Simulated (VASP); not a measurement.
# Si (Imma) in VASP: further runs

Si is run at these levels: r2SCAN; tasks: single point.

All numbers are computed with VASP 6.6.1; they aren't measurements. Logs are shortened: lines on timing, memory, paths and dates and some standing lists are left out, and cuts for length are marked.

## 1. The cell of the first run

The structure is orthorhombic, space group Imma (No. 74). The conventional cell has a = 4.743 Å, b = 5.098 Å, c = 2.659 Å, α = 90.00°, β = 90.00°, γ = 90.00°. Within 3.3 Å of Si (site symmetry mm2) lie 10 Si at 2.46 to 3.24 Å.

## 2. Single point, r2SCAN (strain +0.0750 x Voigt [1, 0, 0, 0, 0, 0])

POSCAR

```
Si
1.0
   -2.5492252273      2.3713723045      1.3292653899
    2.5492252273     -2.3713723045      1.3292653899
    2.5492252273      2.3713723045     -1.3292653899
Si
2
Direct
    0.2500000000      0.7500000000      0.5000000000
    0.5000000000      0.5000000000      0.0000000000
```

INCAR.step1

```
PREC = Accurate
ENCUT = 520
ISMEAR = 0
SIGMA = 0.15
LREAL = F
LASPH = T
NELM = 100
NBANDS = 11
GGA = PE
ALGO = Normal
EDIFF = 1E-4
LWAVE = T
LCHARG = F
```

INCAR.step2

```
PREC = Accurate
ENCUT = 520
EDIFF = 1E-7
ISMEAR = 0
SIGMA = 0.15
LREAL = F
LASPH = T
NELM = 100
ALGO = Normal
ISIF = 2
LWAVE = F
LCHARG = T
METAGGA = R2SCAN
LMIXTAU = T
LELF = T
LVHAR = T
NBANDS = 11
ISTART = 1
```

KPOINTS

```
regular mesh
0
Gamma
  20 20 20
```

Potentials or basis: VASP PAW PBE potentials, release 64 (Si).

Command:

```bash
cat potpaw_PBE.64/Si/POTCAR > POTCAR
cp INCAR.step1 INCAR
mpirun -np 1 vasp_std > vasp.out
cp INCAR.step2 INCAR
mpirun -np 1 vasp_std > vasp.out
```

OUTCAR:

```text
PREC = Accurate
   ENCUT = 520
   EDIFF = 1E-7
   ISMEAR = 0
   LREAL = F
   LASPH = T
   NELM = 100
   ISIF = 2
   METAGGA = R2SCAN
   ISTART = 1

 ion  position               nearest neighbor table
   1  0.250  0.750  0.500-   2 2.46   2 2.46   2 2.63   2 2.63   2 3.10   2 3.10
   2  0.500  0.500  0.000-   1 2.46   1 2.46   1 2.63   1 2.63   1 3.10   1 3.10

  LATTYP: Found a body centered orthorhombic cell.
 ALAT       =     2.6585307798
 B/A-ratio  =     1.7839720514
 C/A-ratio  =     1.9177699552

  Lattice vectors:

 A1 = (  -2.5492252273,   2.3713723045,  -1.3292653899)
 A2 = (  -2.5492252273,  -2.3713723045,   1.3292653899)
 A3 = (   2.5492252273,   2.3713723045,   1.3292653899)

Analysis of symmetry for initial positions (statically):
=====================================================================
 Subroutine PRICEL returns:
 Original cell was already a primitive cell.

 Routine SETGRP: Setting up the symmetry group for a
 body centered orthorhombic supercell.

 Subroutine GETGRP returns: Found  8 space group operations
 (whereof  4 operations were pure point group operations)
 out of a pool of  8 trial point group operations.

The static configuration has the point symmetry C_2v.
 The point group associated with its full space group is D_2h.

Analysis of symmetry for dynamics (positions and initial velocities):
=====================================================================
 Subroutine PRICEL returns:
 Original cell was already a primitive cell.

 Routine SETGRP: Setting up the symmetry group for a
 body centered orthorhombic supercell.

 Subroutine GETGRP returns: Found  8 space group operations
 (whereof  4 operations were pure point group operations)
 out of a pool of  8 trial point group operations.

The dynamic configuration has the point symmetry C_2v.
 The point group associated with its full space group is D_2h.

 Subroutine INISYM returns: Found  8 space group operations
 (whereof  4 operations are pure point group operations),
 and found     1 'primitive' translations

----------------------------------------------------------------------------------------

                                     Primitive cell

  volume of cell :      32.1425

  direct lattice vectors                    reciprocal lattice vectors
    -2.549225227  2.371372304  1.329265390     0.000000000  0.210848376  0.376147610
     2.549225227 -2.371372304  1.329265390     0.196138024  0.000000000  0.376147610
     2.549225227  2.371372304 -1.329265390     0.196138024  0.210848376  0.000000000

  length of vectors
     3.726781768  3.726781768  3.726781768     0.431212317  0.424213566  0.287970767

  position of ions in fractional coordinates (direct lattice)
     0.250000000  0.750000000  0.500000000
     0.500000000  0.500000000  0.000000000

  ion indices of the primitive-cell ions
   primitive index   ion index
                 1           1
                 2           2

----------------------------------------------------------------------------------------

 KPOINTS: regular mesh

Automatic generation of k-mesh.
 Grid dimensions read from file:
 generate k-points for:   20   20   20

 Generating k-lattice:

  Cartesian coordinates                     Fractional coordinates (reciprocal lattice)
     0.000000000  0.010542419  0.018807381     0.050000000  0.000000000  0.000000000
     0.009806901  0.000000000  0.018807381     0.000000000  0.050000000  0.000000000
     0.009806901  0.010542419  0.000000000     0.000000000  0.000000000  0.050000000

  Length of vectors
     0.021560616  0.021210678  0.014398538

  Shift w.r.t. Gamma in fractional coordinates (k-lattice)
     0.000000000  0.000000000  0.000000000

 Subroutine IBZKPT returns following result:
 ===========================================

 Found   1166 irreducible k-points:

 Following reciprocal coordinates:
            Coordinates               Weight
  0.000000  0.000000  0.000000      1.000000
  0.050000  0.000000  0.000000      4.000000
  0.100000  0.000000 -0.000000      4.000000
  0.150000  0.000000  0.000000      4.000000
  0.200000  0.000000 -0.000000      4.000000
  0.250000  0.000000 -0.000000      4.000000
[... 16 lines left out ...]
 -0.450000  0.050000  0.000000      8.000000
 -0.400000  0.050000  0.000000      8.000000
 [... further k-points ...]
   k-points           NKPTS =   1166   k-points in BZ     NKDIM =   1166   number of bands    NBANDS=     11
   number of dos      NEDOS =    301   number of ions     NIONS =      2
   total plane-waves  NPLWV =  21952
   dimension x,y,z NGX =    28 NGY =   28 NGZ =   28
   dimension x,y,z NGXF=    56 NGYF=   56 NGZF=   56
   ions per type =               2
   NGX,Y,Z   is equivalent  to a cutoff of  12.49, 12.49, 12.49 a.u.
   NGXF,Y,Z  is equivalent  to a cutoff of  24.98, 24.98, 24.98 a.u.
 SYSTEM =  unknown system
   PREC   = accura    normal or accurate (medium, high low for compatibility)
   ISTART =      1    job   : 0-new  1-cont  2-samecut
   ICHARG =      0    charge: 1-file 2-atom 10-const
   ISPIN  =      1    spin polarized calculation?
   LNONCOLLINEAR =      F non collinear calculations
   LSORBIT =      F    spin-orbit coupling
   LASPH  =      T    aspherical Exc in radial PAW
   ENCUT  =  520.0 eV  38.22 Ry    6.18 a.u.   6.93  6.93  6.93*2*pi/ulx,y,z
   NELM   =    100;   NELMIN=  2; NELMDL=  0     # of ELM steps
   EDIFF  = 0.1E-06   stopping-criterion for ELM
   LREAL  =      F    real-space projection
   EDIFFG = 0.1E-05   stopping-criterion for IOM
   NSW    =      0    number of steps for IOM
   IBRION =     -1    ionic relax: 0-MD 1-quasi-New 2-CG
   NFREE  =      0    steps in history (QN), initial steepest desc. (CG)
   ISIF   =      2    stress and relaxation
   ISYM   =      2    0-nonsym 1-usesym 2-fastsym
   POTIM  = 0.5000    time-step for ionic-motion
   TEBEG  =    0.0;   TEEND  =   0.0 temperature during run
   PSTRESS=    0.0 pullay stress
   NELECT =       8.0000    total number of electrons
   NUPDOWN=      -1.0000    fix difference up-down
   EMIN   =  10.00;   EMAX   =-10.00  energy-range for DOS
   EFERMI =   0.00;   METHOD = LEGACY
   ISMEAR =     0;   SIGMA  =   0.15  broadening in eV -4-tet -1-fermi 0-gaus
   EFERMI_NEDOS =   21; number of points for ismear=-14 and -15
   IALGO  =     38    algorithm
   IMIX   =      4    mixing-type and parameters
     AMIX     =   0.40;   BMIX     =  1.00
     AMIX_MAG =   1.60;   BMIX_MAG =  1.00
  volume/ion in A,a.u.               =      16.07       108.45
  Fermi-wavevector in a.u.,A,eV,Ry     =   1.029781  1.946004 14.428288  1.060449
  Thomas-Fermi vector in A             =   2.163846
   LORBIT       =      0    0 simple, 1 ext, 2 COOP (PROOUT), +10 PAW based schemes
   METAGGA = R2SCAN    functional components
   LHFCALC =     F    Hartree Fock is set to
   AEXX    =    0.0000 exact exchange contribution
   IVDW    =     0    specifies the selected vdW correction
   LEPSILON=     F    determine dielectric tensor
   LRPA    =     F    only Hartree local field effects (RPA)
 non-spin polarized calculation
 Gauss-broadening in eV      SIGMA  =   0.15
  energy-cutoff  :      520.00
  volume of cell :       32.14
 maximum number of plane-waves:       882
   NGX = 13   NGY = 13   NGZ = 13

 number of electron       8.0000000 magnetization

 Free energy of the ion-electron system (eV)
  ---------------------------------------------------
  ext. energy  EPLUGINS =         0.00000000
  ---------------------------------------------------
  free energy    TOTEN  =       -16.60647756 eV

  energy without entropy =      -16.59799758  energy(sigma->0) =      -16.60223757

 E-fermi :   8.4768     XC(G=0): -11.2554

 val. band max:        8.4722492605   @ k =  -0.2000  -0.1000   0.0500
 cond. band min:       8.4779422793   @ k =   0.2000  -0.4500   0.0500
 fundamental gap:      0.0056930188
 Fermi energy:         8.4768267579

 k-point     1 :       0.0000    0.0000    0.0000
  band No.  band energies     occupation
      1      -5.5365      2.00000
      2       5.2529      2.00000
      3       6.0124      2.00000
      4       6.3768      2.00000
      5      10.5994      0.00000
      6      15.7340      0.00000
      7      16.2051      0.00000
      8      18.2112      0.00000
      9      18.3966      0.00000
     10      18.8222      0.00000
     11      20.2436      0.00000

 k-point     2 :       0.0500    0.0000    0.0000
  band No.  band energies     occupation
      1      -5.4656      2.00000
      2       4.9549      2.00000
      3       6.3377      2.00000
      4       6.4329      2.00000
      5      10.7686      0.00000
      6      15.7467      0.00000
      7      15.8992      0.00000
      8      16.9129      0.00000
      9      18.6126      0.00000
     10      18.9041      0.00000
     11      20.3303      0.00000

 k-point     3 :       0.1000    0.0000   -0.0000
  band No.  band energies     occupation
      1      -5.2530      2.00000
      2       4.5586      2.00000
      3       6.2465      2.00000
      4       7.1917      2.00000
      5      11.2467      0.00000
      6      14.9149      0.00000
      7      15.5240      0.00000
      8      15.7497      0.00000
      9      17.7638      0.00000
     10      18.4140      0.00000
     11      20.1781      0.00000

 k-point     4 :       0.1500    0.0000    0.0000
  band No.  band energies     occupation
      1      -4.8993      2.00000
      2       4.2605      2.00000
      3       6.1566      2.00000
      4       8.0692      1.99988
      5      11.9649      0.00000
      6      13.5782      0.00000
      7      13.9258      0.00000
      8      15.6062      0.00000
      9      16.8556      0.00000
     10      17.8887      0.00000
     11      18.9692      0.00000

 k-point     5 :       0.2000    0.0000   -0.0000
  band No.  band energies     occupation
      1      -4.4055      2.00000
      2       4.0831      2.00000
      3       6.1134      2.00000
      4       8.9414      0.00001
      5      12.2095      0.00000
      6      12.2582      0.00000
      7      12.8078      0.00000
      8      15.1377      0.00000
      9      16.1094      0.00000
     10      17.3289      0.00000
     11      18.4240      0.00000
[... 211 lines left out ...]
 k-point    21 :       0.4500    0.0500    0.0000
  band No.  band energies     occupation
      1       0.9480      2.00000
      2       1.8984      2.00000
      3       5.4831      2.00000
      4       6.2072      2.00000
      5       7.3295      2.00000
      6      10.1193      0.00000
      7      13.4322      0.00000
      8      15.2299      0.00000
      9      17.6720      0.00000
     10      20.2522      0.00000
     11      21.0791      0.00000

 k-point    22 :       0.5000    0.0500    0.0000
  band No.  band energies     occupation
      1       0.3823      2.00000
      2       2.4856      2.00000
      3       4.9613      2.00000
      4       6.6311      2.00000
      5       7.2620      2.00000
      6      10.4428      0.00000
      7      13.4652      0.00000
      8      15.1848      0.00000
      9      17.8159      0.00000
     10      20.2176      0.00000
     11      21.0845      0.00000

 k-point    23 :      -0.4500    0.0500    0.0000
  band No.  band energies     occupation
      1      -0.7792      2.00000
      2       3.6047      2.00000
      3       4.8100      2.00000
      4       6.5399      2.00000
      5       7.8174      2.00000
      6      11.0802      0.00000
      7      13.6018      0.00000
      8      14.8480      0.00000
      9      16.9902      0.00000
     10      19.6200      0.00000
     11      20.3892      0.00000

 k-point    24 :      -0.4000    0.0500    0.0000
  band No.  band energies     occupation
      1      -1.8390      2.00000
      2       3.7319      2.00000
      3       5.8620      2.00000
      4       6.3054      2.00000
      5       8.7083      0.02905
      6      11.9064      0.00000
      7      13.7704      0.00000
      8      14.0284      0.00000
      9      16.7192      0.00000
     10      18.0995      0.00000
     11      19.6250      0.00000

 [... further k-points ...]

------------------------ aborting loop because EDIFF is reached ----------------------------------------

  FORCE on cell =-STRESS in cart. coord.  units (eV):
  Direction    XX          YY          ZZ          XY          YZ          ZX
  --------------------------------------------------------------------------------------
  -------------------------------------------------------------------------------------
  Total       -2.3006972      0.1045312     -0.7041931      0.0000000      0.0000000      0.0000000
  in kB     -114.6807171      5.2104712    -35.1012616      0.0000000      0.0000000      0.0000000
  external PRESSURE =     -48.1905025 kB  Pullay stress =       0.0000000 kB

 VOLUME and BASIS-vectors are now :
 -----------------------------------------------------------------------------
  energy-cutoff  :      520.00
  volume of cell :       32.14
      direct lattice vectors                 reciprocal lattice vectors
    -2.549225227  2.371372304  1.329265390     0.000000000  0.210848376  0.376147610
     2.549225227 -2.371372304  1.329265390     0.196138024  0.000000000  0.376147610
     2.549225227  2.371372304 -1.329265390     0.196138024  0.210848376  0.000000000

 POSITION                                       TOTAL-FORCE (eV/Angst)
 -----------------------------------------------------------------------------------
      2.54923     -0.00000      0.66463        -0.000000      0.000000      0.170211
      0.00000      0.00000      1.32927         0.000000     -0.000000     -0.170211
 -----------------------------------------------------------------------------------
    total drift:                                0.000000      0.000000      0.000000

  FREE ENERGIE OF THE ION-ELECTRON SYSTEM (eV)
  ---------------------------------------------------
  free  energy   TOTEN  =       -16.6064775612 eV

  energy  without entropy=      -16.5979975825  energy(sigma->0) =      -16.60223757
```

Wall time 37 min (1 thread of Intel Xeon 8259CL, shared host); peak memory 0.43 GiB.

What came out:

| Quantity | Value |
| --- | --- |
| Free energy | -16.6065 eV |
| Pressure | -4.8 GPa |
| Largest force | 0.170 eV/Å |
| Band gap on the k mesh | zero (bands 4 and 5 overlap by 6.66 eV) |

Forces on the atoms (eV/Å):
```
Si   0.000  0.000  0.170
Si   0.000  0.000 -0.170
```

Caveat: the cell differs from its parent crystal (strain +0.0750 x Voigt [1, 0, 0, 0, 0, 0]); the stress differs along the axes, from -11 to 1 GPa; the PAW data sets were made with another functional, which shifts forces and pressure a little.

## 3. Single point, r2SCAN (strain +0.0875 x Voigt [1, 0, 0, 0, 0, 0])

POSCAR

```
Si
1.0
   -2.5788673811      2.3713723045      1.3292653899
    2.5788673811     -2.3713723045      1.3292653899
    2.5788673811      2.3713723045     -1.3292653899
Si
2
Direct
    0.2500000000      0.7500000000      0.5000000000
    0.5000000000      0.5000000000      0.0000000000
```

INCAR.step1, as its differences from that of step 2:

```diff
@@ -6,3 +6,3 @@
 LASPH = T
-NELM = 100
+NELM = 80
 NBANDS = 11
```

INCAR.step2

```
PREC = Accurate
ENCUT = 520
EDIFF = 1E-6
ISMEAR = 0
SIGMA = 0.15
LREAL = F
LASPH = T
NELM = 80
ALGO = Normal
ISIF = 2
LWAVE = F
LCHARG = F
METAGGA = R2SCAN
LMIXTAU = T
NBANDS = 11
ISTART = 1
```

KPOINTS is that of step 2.

Potentials or basis: VASP PAW PBE potentials, release 64 (Si).

Command:

```bash
cat potpaw_PBE.64/Si/POTCAR > POTCAR
cp INCAR.step1 INCAR
mpirun -np 1 vasp_std > vasp.out
cp INCAR.step2 INCAR
mpirun -np 1 vasp_std > vasp.out
```

Run time: 30 min. Hardware: 1 thread of Intel Xeon 8259CL, shared host; peak memory 0.42 GiB.

Results (log left out):

* Free energy: -16.5781 eV
* Pressure: -5.6 GPa
* Largest force: 0.178 eV/Å
* Band gap on the k mesh: zero (bands 4 and 5 overlap by 6.67 eV)

Forces on the atoms (eV/Å):
```
Si   0.000  0.000  0.178
Si   0.000  0.000 -0.178
```

Stress tensor (GPa, compression positive):
```
-12.82   0.00   0.00
  0.00   0.25   0.00
  0.00   0.00  -4.25
```

Levels at points of the mesh, in eV from the Fermi level:
```tsv
k point	band 2	band 3	band 4	band 5	band 6	band 7
(0.00, 0.00, 0.00)	-3.30	-2.58	-2.00	2.17	6.89	7.66
(0.50, 0.00, 0.00)	-6.65	-2.88	-2.24	-1.33	1.56	5.53
(0.00, 0.50, 0.00)	-6.69	-1.77	-1.63	-1.00	1.69	3.56
(0.50, 0.50, 0.00)	-10.86	-0.05	-0.05	2.70	2.70	9.04
(0.50, 0.50, 0.50)	-7.82	-6.76	-6.61	6.57	6.57	11.50
```

Caveat: the cell differs from its parent crystal (strain +0.0875 x Voigt [1, 0, 0, 0, 0, 0]); the stress differs along the axes, from -13 to 0 GPa; the PAW data sets were made with another functional, which shifts forces and pressure a little.
